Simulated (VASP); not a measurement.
# NaHf3NbBi3 (P4/mmm) in VASP: notebook

NaHf3NbBi3 is run at these levels: PBE; tasks: single point.

All numbers are computed with VASP 6.6.1; they aren't measurements. Logs are shortened: lines on timing, memory, paths and dates and some standing lists are left out, and cuts for length are marked.

**1. The cell of the first run**

It takes space group P4/mmm (No. 123, tetragonal). Conventional cell: a = 4.194 Å, b = 4.194 Å, c = 11.756 Å, α = 90.00°, β = 90.00°, γ = 90.00°. Na (site symmetry 4/mmm) has 4 Nb at 2.97 Å and 2 Hf at 2.97 Å within 3.9 Å. Hf (site symmetry 4mm) has 5 Bi at 2.90 to 2.97 Å and 1 Na at 2.97 Å within 3.8 Å. Hf (site symmetry 4/mmm) has 6 Bi at 2.97 to 3.02 Å within 3.9 Å. Nb (site symmetry 4/mmm) has 2 Bi at 2.86 Å and 4 Na at 2.97 Å within 3.8 Å. Bi (site symmetry 4mm) has 1 Nb at 2.86 Å and 5 Hf at 2.97 to 3.02 Å within 3.8 Å. Within 3.8 Å of Bi (site symmetry 4/mmm) lie 6 Hf at 2.90 to 2.97 Å.

The cell was built from a structure type or drawn by symmetry, and may not be a known phase.

**2. Single point, PBE**

INCAR reads:

```
ALGO = Normal
EDIFF = 1E-6
ENCUT = 500
GGA = PE
GGA_COMPAT = False
ISIF = 2
ISMEAR = 0
LASPH = True
LCHARG = False
LREAL = False
LWAVE = False
NBANDS = 58
NELM = 120
PREC = Accurate
SIGMA = 0.2
```

KPOINTS reads:

```
k-points
0
Gamma
  5 5 2
```

POSCAR reads:

```
NaHf3NbBi3
1.0
    4.1936762093      0.0000000000      0.0000000000
    0.0000000000      4.1936762093      0.0000000000
    0.0000000000      0.0000000000     11.7558526932
Na Hf Nb Bi
1 3 1 3
Direct
    0.5000000000      0.5000000000      0.0000000000
    0.5000000000      0.5000000000      0.2528891289
    0.0000000000      0.0000000000      0.5000000000
    0.5000000000      0.5000000000      0.7471108711
    0.0000000000      0.0000000000      0.0000000000
    0.0000000000      0.0000000000      0.2434781128
    0.5000000000      0.5000000000      0.5000000000
    0.0000000000      0.0000000000      0.7565218872
```

Potentials or basis: VASP PAW PBE potentials, release 64 (Na_pv, Hf_pv, Nb_sv, Bi_d).

Command:

```bash
> cat potpaw_PBE.64/Na_pv/POTCAR potpaw_PBE.64/Hf_pv/POTCAR potpaw_PBE.64/Nb_sv/POTCAR potpaw_PBE.64/Bi_d/POTCAR > POTCAR
> mpirun -np 1 vasp_std > vasp.out
```

OUTCAR:

```text
EDIFF = 1E-6
   ENCUT = 500
   GGA = PE
   ISIF = 2
   ISMEAR = 0
   LASPH = True
   LREAL = False
   NELM = 120
   PREC = Accurate

 ion  position               nearest neighbor table
   1  0.500  0.500  0.000-   2 2.97   4 2.97
   2  0.500  0.500  0.253-   7 2.90   6 2.97   6 2.97   6 2.97   6 2.97   1 2.97
   3  0.000  0.000  0.500-   7 2.97   7 2.97   7 2.97   7 2.97   8 3.02   6 3.02
   4  0.500  0.500  0.747-   7 2.90   8 2.97   8 2.97   8 2.97   8 2.97   1 2.97
   5  0.000  0.000  0.000-   6 2.86   8 2.86
   6  0.000  0.000  0.243-   5 2.86   2 2.97   2 2.97   2 2.97   2 2.97   3 3.02
   7  0.500  0.500  0.500-   2 2.90   4 2.90   3 2.97   3 2.97   3 2.97   3 2.97
   8  0.000  0.000  0.757-   5 2.86   4 2.97   4 2.97   4 2.97   4 2.97   3 3.02

  LATTYP: Found a simple tetragonal cell.
 ALAT       =     4.1936762093
 C/A-ratio  =     2.8032332747

  Lattice vectors:

 A1 = (   4.1936762093,   0.0000000000,   0.0000000000)
 A2 = (   0.0000000000,   4.1936762093,   0.0000000000)
 A3 = (   0.0000000000,   0.0000000000,  11.7558526932)

Analysis of symmetry for initial positions (statically):
=====================================================================
 Subroutine PRICEL returns:
 Original cell was already a primitive cell.

 Routine SETGRP: Setting up the symmetry group for a
 simple tetragonal supercell.

 Subroutine GETGRP returns: Found 16 space group operations
 (whereof 16 operations were pure point group operations)
 out of a pool of 16 trial point group operations.

The static configuration has the point symmetry D_4h.

Analysis of symmetry for dynamics (positions and initial velocities):
=====================================================================
 Subroutine PRICEL returns:
 Original cell was already a primitive cell.

 Routine SETGRP: Setting up the symmetry group for a
 simple tetragonal supercell.

 Subroutine GETGRP returns: Found 16 space group operations
 (whereof 16 operations were pure point group operations)
 out of a pool of 16 trial point group operations.

The dynamic configuration has the point symmetry D_4h.

 Subroutine INISYM returns: Found 16 space group operations
 (whereof 16 operations are pure point group operations),
 and found     1 'primitive' translations

[... 96 lines left out ...]
   NSW    =      0    number of steps for IOM
   IBRION =     -1    ionic relax: 0-MD 1-quasi-New 2-CG
   NFREE  =      0    steps in history (QN), initial steepest desc. (CG)
   ISIF   =      2    stress and relaxation
   ISYM   =      2    0-nonsym 1-usesym 2-fastsym
   POTIM  = 0.5000    time-step for ionic-motion
   TEBEG  =    0.0;   TEEND  =   0.0 temperature during run
   PSTRESS=    0.0 pullay stress
   NELECT =      95.0000    total number of electrons
   NUPDOWN=      -1.0000    fix difference up-down
   EMIN   =  10.00;   EMAX   =-10.00  energy-range for DOS
   EFERMI =   0.00;   METHOD = LEGACY
   ISMEAR =     0;   SIGMA  =   0.20  broadening in eV -4-tet -1-fermi 0-gaus
   EFERMI_NEDOS =   21; number of points for ismear=-14 and -15
   IALGO  =     38    algorithm
   IMIX   =      4    mixing-type and parameters
     AMIX     =   0.40;   BMIX     =  1.00
     AMIX_MAG =   1.60;   BMIX_MAG =  1.00
  volume/ion in A,a.u.               =      25.84       174.40
  Fermi-wavevector in a.u.,A,eV,Ry     =   1.263285  2.387263 21.713393  1.595889
  Thomas-Fermi vector in A             =   2.396650
   LORBIT       =      0    0 simple, 1 ext, 2 COOP (PROOUT), +10 PAW based schemes
   GGA     = PE    functional components
   LHFCALC =     F    Hartree Fock is set to
   AEXX    =    0.0000 exact exchange contribution
   IVDW    =     0    specifies the selected vdW correction
   LEPSILON=     F    determine dielectric tensor
   LRPA    =     F    only Hartree local field effects (RPA)
 non-spin polarized calculation
 Gauss-broadening in eV      SIGMA  =   0.20
  energy-cutoff  :      500.00
  volume of cell :      206.75
 maximum number of plane-waves:      5280
 NGX is ok and might be reduce to    32
   NGX = 15   NGY = 15   NGZ = 43

 number of electron      95.0000000 magnetization

 Free energy of the ion-electron system (eV)
  ---------------------------------------------------
  ext. energy  EPLUGINS =         0.00000000
  ---------------------------------------------------
  free energy    TOTEN  =       -48.16997100 eV

  energy without entropy =      -47.99908802  energy(sigma->0) =      -48.08452951

 E-fermi :   6.6191     XC(G=0): -10.4226

 val. band max:        6.6053703463   @ k =   0.2000   0.2000   0.5000
 cond. band min:       6.6436586742   @ k =   0.0000   0.0000   0.5000
 fundamental gap:      0.0382883280
 Fermi energy:         6.6190610976

 k-point     1 :       0.0000    0.0000    0.0000
  band No.  band energies     occupation
      1     -48.6757      2.00000
      2     -25.5234      2.00000
      3     -25.5234      2.00000
      4     -25.4965      2.00000
      5     -25.4088      2.00000
      6     -25.4088      2.00000
[... 721 lines left out ...]
     57       8.4438      0.00000
     58       8.5530      0.00000

------------------------ aborting loop because EDIFF is reached ----------------------------------------

  FORCE on cell =-STRESS in cart. coord.  units (eV):
  Direction    XX          YY          ZZ          XY          YZ          ZX
  --------------------------------------------------------------------------------------
  -------------------------------------------------------------------------------------
  Total       -0.1962268     -0.1962268     -0.3901672      0.0000000      0.0000000      0.0000000
  in kB       -1.5206351     -1.5206351     -3.0235517      0.0000000      0.0000000      0.0000000
  external PRESSURE =      -2.0216073 kB  Pullay stress =       0.0000000 kB

 VOLUME and BASIS-vectors are now :
 -----------------------------------------------------------------------------
  energy-cutoff  :      500.00
  volume of cell :      206.75
      direct lattice vectors                 reciprocal lattice vectors
     4.193676209  0.000000000  0.000000000     0.238454270  0.000000000  0.000000000
     0.000000000  4.193676209  0.000000000     0.000000000  0.238454270  0.000000000
     0.000000000  0.000000000 11.755852693     0.000000000  0.000000000  0.085064012

 POSITION                                       TOTAL-FORCE (eV/Angst)
 -----------------------------------------------------------------------------------
      2.09684      2.09684      0.00000        -0.000000     -0.000000      0.000000
      2.09684      2.09684      2.97293         0.000000     -0.000000      0.052591
      0.00000      0.00000      5.87793        -0.000000     -0.000000      0.000000
      2.09684      2.09684      8.78293        -0.000000      0.000000     -0.052591
      0.00000      0.00000      0.00000        -0.000000     -0.000000      0.000000
      0.00000      0.00000      2.86229         0.000000     -0.000000      0.008832
      2.09684      2.09684      5.87793        -0.000000     -0.000000      0.000000
      0.00000      0.00000      8.89356        -0.000000      0.000000     -0.008832
 -----------------------------------------------------------------------------------
    total drift:                                0.000000     -0.000000     -0.000000

  FREE ENERGIE OF THE ION-ELECTRON SYSTEM (eV)
  ---------------------------------------------------
  free  energy   TOTEN  =       -48.1699710002 eV

  energy  without entropy=      -47.9990880209  energy(sigma->0) =      -48.08452951
```

OSZICAR:

```text
N       E                     dE             d eps       ncg     rms          rms(c)
DAV:   1     0.106176683244E+04    0.10618E+04   -0.47561E+04  1392   0.180E+03
DAV:   2     0.908930569175E+02   -0.97087E+03   -0.94738E+03  1392   0.548E+02
DAV:   3    -0.407144332293E+02   -0.13161E+03   -0.12579E+03  1792   0.202E+02
DAV:   4    -0.508416185699E+02   -0.10127E+02   -0.96390E+01  2038   0.477E+01
DAV:   5    -0.514161098213E+02   -0.57449E+00   -0.56103E+00  2384   0.997E+00    0.539E+01
DAV:   6    -0.491743697603E+02    0.22417E+01   -0.10105E+01  1776   0.950E+00    0.349E+01
DAV:   7    -0.671619575193E+02   -0.17988E+02   -0.62050E+01  1952   0.184E+01    0.225E+01
DAV:   8    -0.481430452891E+02    0.19019E+02   -0.38357E+01  2086   0.237E+01    0.487E+00
DAV:   9    -0.482543828235E+02   -0.11134E+00   -0.47219E+00  1784   0.590E+00    0.524E+00
DAV:  10    -0.481862416221E+02    0.68141E-01   -0.45699E-01  2040   0.231E+00    0.276E+00
DAV:  11    -0.481783667791E+02    0.78748E-02   -0.53304E-02  2040   0.913E-01    0.129E+00
DAV:  12    -0.481700253834E+02    0.83414E-02   -0.26969E-02  1856   0.684E-01    0.279E-01
DAV:  13    -0.481702122984E+02   -0.18691E-03   -0.46006E-03  1920   0.228E-01    0.208E-01
DAV:  14    -0.481699936013E+02    0.21870E-03   -0.10041E-03  1904   0.101E-01    0.646E-02
DAV:  15    -0.481699735902E+02    0.20011E-04   -0.13468E-04  1984   0.497E-02    0.184E-02
DAV:  16    -0.481699712773E+02    0.23129E-05   -0.28362E-05  1792   0.201E-02    0.116E-02
DAV:  17    -0.481699710002E+02    0.27704E-06   -0.23471E-06  1336   0.635E-03
   1 F= -.48169971E+02 E0= -.48084530E+02  d E =-.170883E+00
```

Run time: 6.1 min. Hardware: 1 thread of AMD EPYC 7R13, shared host; peak memory 0.34 GiB.

What came out:

```
Free energy            : -48.1700 eV
Pressure               : -0.2 GPa
Largest force          : 0.053 eV/Å
Band gap on the k mesh : zero (an odd number of electrons rules out a gap without spin polarisation)
```

Forces on the atoms (eV/Å):
```
Na   0.000  0.000  0.000
Hf   0.000  0.000  0.053
Hf   0.000  0.000  0.000
Hf   0.000  0.000 -0.053
Nb   0.000  0.000  0.000
Bi   0.000  0.000  0.009
Bi   0.000  0.000  0.000
Bi   0.000  0.000 -0.009
```

Stress tensor (GPa, compression positive):
```
-0.15  0.00  0.00
 0.00 -0.15  0.00
 0.00  0.00 -0.30
```

Levels at points of the mesh, in eV from the Fermi level:
```
           k point  band 46  band 47  band 48  band 49  band 50  band 51
(0.00, 0.00, 0.00)    -0.49    -0.49    -0.31    -0.31    -0.23     0.35
(0.00, 0.00, 0.50)    -1.07    -0.58    -0.43     0.02     0.17     0.17
```

Caveat: spin-orbit coupling is left out, which moves the levels of the heavy elements.

(Part 1 of 2 ends here.)
